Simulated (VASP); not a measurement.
# Pr2B (P4/mmm) in VASP: notebook, part 2 of 2

VASP 6.6.1. Earlier steps stand in the parts before.

**3. Relaxation of cell and atoms, PBE**

This run uses another cell than the first one, of 23.61 Å³/atom.

The input, INCAR:

```
SYSTEM = Pr2B
PREC = Accurate
ENCUT = 500
EDIFF = 1E-7
ISMEAR = 0
SIGMA = 0.2
LREAL = .FALSE.
LASPH = .TRUE.
NELM = 200
ALGO = Normal
ISIF = 3
LWAVE = .FALSE.
LCHARG = .FALSE.
GGA = PE
IBRION = 2
NSW = 36
EDIFFG = -0.08
GGA_COMPAT = .FALSE.
NELMIN = 4
LMAXMIX = 6
```

The input, KPOINTS:

```
Automatic mesh
0
G
  4 4 3
  0 0 0
```

The input, POSCAR:

```
Pr2B
1.0
    4.4607055600      0.0000000000      0.0000000000
    0.0000000000      4.4607055600      0.0000000000
    0.0000000000      0.0000000000      7.1181186400
Pr B
4 2
Direct
    0.5000000000      0.0000000000      0.0000000000
    0.0000000000      0.5000000000      0.0000000000
    0.0000000000      0.0000000000      0.7883681100
    0.0000000000      0.0000000000      0.2116318900
    0.5000000000      0.5000000000      0.0000000000
    0.0000000000      0.0000000000      0.5000000000
```

Potentials or basis: VASP PAW PBE potentials, release 64 (Pr_3, B), 4f in core.

Run with:

```
$ cat potpaw_PBE.64/Pr_3/POTCAR potpaw_PBE.64/B/POTCAR > POTCAR
$ mpirun -np 1 vasp_std > vasp.out
```

OUTCAR:

```text
SYSTEM = Pr2B
   PREC = Accurate
   ENCUT = 500
   EDIFF = 1E-7
   ISMEAR = 0
   LREAL = .FALSE.
   LASPH = .TRUE.
   NELM = 200
   ISIF = 3
   GGA = PE
   IBRION = 2
   NSW = 36
   EDIFFG = -0.08
   NELMIN = 4

 ion  position               nearest neighbor table
   1  0.500  0.000  0.000-   5 2.23   5 2.23   3 2.69   4 2.69   3 2.69   4 2.69   2 3.15   2 3.15
                             2 3.15   2 3.15
   2  0.000  0.500  0.000-   5 2.23   5 2.23   3 2.69   3 2.69   4 2.69   4 2.69   1 3.15   1 3.15
                             1 3.15   1 3.15
   3  0.000  0.000  0.788-   6 2.05   2 2.69   1 2.69   2 2.69   1 2.69   4 3.01
   4  0.000  0.000  0.212-   6 2.05   2 2.69   1 2.69   2 2.69   1 2.69   3 3.01
   5  0.500  0.500  0.000-   1 2.23   2 2.23   1 2.23   2 2.23
   6  0.000  0.000  0.500-   3 2.05   4 2.05

  LATTYP: Found a simple tetragonal cell.
 ALAT       =     4.4607055600
 C/A-ratio  =     1.5957382850

  Lattice vectors:

[... 1093 lines left out ...]
  FREE ENERGIE OF THE ION-ELECTRON SYSTEM (eV)
  ---------------------------------------------------
  free  energy   TOTEN  =       -22.7238052495 eV

  energy  without entropy=      -22.5055784088  energy(sigma->0) =      -22.61469183

[... ionic steps 4 to 9 ...]

--------------------------------------- Ionic step       10  -------------------------------------------

 number of electron      49.9999998 magnetization

------------------------ aborting loop because EDIFF is reached ----------------------------------------
[... 75 lines left out ...]
--------------------------------------- Ionic step       12  -------------------------------------------

 number of electron      50.0000000 magnetization

 Free energy of the ion-electron system (eV)
  ---------------------------------------------------
  ext. energy  EPLUGINS =         0.00000000
  ---------------------------------------------------
  free energy    TOTEN  =       -23.88376684 eV

  energy without entropy =      -23.64801168  energy(sigma->0) =      -23.76588926

 E-fermi :   0.6146     XC(G=0):  -7.2647

 val. band max:        0.6089248744   @ k =   0.0000   0.0000   0.0000
 cond. band min:       0.6203678328   @ k =   0.5000   0.5000   0.3333
 fundamental gap:      0.0114429584
 Fermi energy:         0.6146031542
[... 427 lines left out ...]
  FREE ENERGIE OF THE ION-ELECTRON SYSTEM (eV)
  ---------------------------------------------------
  free  energy   TOTEN  =       -23.8837668381 eV

  energy  without entropy=      -23.6480116791  energy(sigma->0) =      -23.76588926

 reached required accuracy - stopping structural energy minimisation
```

CONTCAR:

```text
Pr2B
   1.00000000000000
     5.1501089352944520    0.0000000000000000    0.0000000000000000
     0.0000000000000000    5.1501089352944520    0.0000000000000000
     0.0000000000000000   -0.0000000000000000   10.2754997773289070
  Pr              B
     4     2
Direct
     0.5000000000000000    0.0000000000000000    1.0000000000000000
     0.0000000000000000    0.5000000000000000    1.0000000000000000
     0.0000000000000000    0.0000000000000000    0.7273964008809671
     0.0000000000000000    0.0000000000000000    0.2726035991190328
     0.5000000000000000    0.5000000000000000    1.0000000000000000
     0.0000000000000000    0.0000000000000000    0.5000000000000000

  0.00000000E+00  0.00000000E+00  0.00000000E+00
  0.00000000E+00  0.00000000E+00  0.00000000E+00
  0.00000000E+00  0.00000000E+00  0.00000000E+00
  0.00000000E+00  0.00000000E+00  0.00000000E+00
  0.00000000E+00  0.00000000E+00  0.00000000E+00
  0.00000000E+00  0.00000000E+00  0.00000000E+00
```

Run time: 6.6 min. Hardware: 1 thread of Intel Xeon 6975P-C (Granite Rapids), shared host; peak memory 0.27 GiB.

Results:

* Free energy: -23.8838 eV
* Relaxed volume: 45.42 Å³/atom
* Relaxed cell: a = 5.150 Å, b = 5.150 Å, c = 10.275 Å, α = 90.00°, β = 90.00°, γ = 90.00°
* Space group after relaxing (to 0.1 Å): P4/mmm (No. 123)
* Energy gained by relaxing: 1749.3 meV/atom
* Ionic steps: 12
* Pressure after relaxing: -0.2 GPa
* Largest force after relaxing: 0.078 eV/Å
* Band gap on the k mesh: zero (bands 25 and 26 overlap by 0.53 eV)

Forces in eV/Å, atoms in the order of the input:
```
Pr   0.000  0.000  0.000
Pr   0.000  0.000  0.000
Pr   0.000  0.000 -0.078
Pr   0.000  0.000  0.078
B    0.000  0.000  0.000
B    0.000  0.000  0.000
```

The path:
```csv
step,energy change (eV),largest force (eV/Å),pressure (GPa),volume (Å³)
1,0.0000,3.5449,41.65,141.64
2,-9.1444,0.3532,-2.09,308.29
3,-9.3356,0.5538,1.53,249.54
4,-9.4275,0.4669,-0.18,270.66
5,-9.4278,0.4790,0.04,267.52
6,-9.6659,0.8415,-0.15,268.85
7,-10.0963,1.2186,-0.61,270.32
8,-10.2961,0.9417,0.02,262.62
9,-10.3752,0.5815,0.90,254.93
10,-10.4902,0.0076,0.37,265.11
11,-10.4913,0.0679,0.33,266.26
12,-10.4956,0.0776,-0.19,272.54
```

Final structure:
```xyz
6
Lattice="5.1501 0.0000 0.0000 0.0000 5.1501 0.0000 0.0000 0.0000 10.2755" Properties=species:S:1:pos:R:3 pbc="T T T"
Pr    2.5751    0.0000   10.2755
Pr    0.0000    2.5751   10.2755
Pr    0.0000    0.0000    7.4744
Pr    0.0000    0.0000    2.8011
B     2.5751    2.5751   10.2755
B     0.0000    0.0000    5.1377
```

Levels at points of the mesh, in eV from the Fermi level:
```tsv
k point	band 22	band 23	band 24	band 25	band 26	band 27	band 28	band 29
(0.00, 0.00, 0.00)	-0.31	-0.24	-0.04	-0.04	-0.02	-0.02	-0.01	0.79
(0.50, 0.00, 0.00)	-0.74	-0.67	-0.13	-0.04	0.13	0.18	0.28	0.44
(0.50, 0.50, 0.00)	-1.16	-0.61	-0.61	0.50	0.50	0.78	0.79	1.23
```

Caveat: the volume moved by over 15 % at a fixed basis, so the end points are rough; spin-orbit coupling is left out, which moves the levels of the heavy elements; the 4f electrons are frozen in the core, so they carry no moment and show no levels; the relaxation stopped at a loose force limit of 0.08 eV/Å, so its end isn't a converged minimum. Spin polarisation is off, so any magnetic state and its effect on volume and gap are missing.
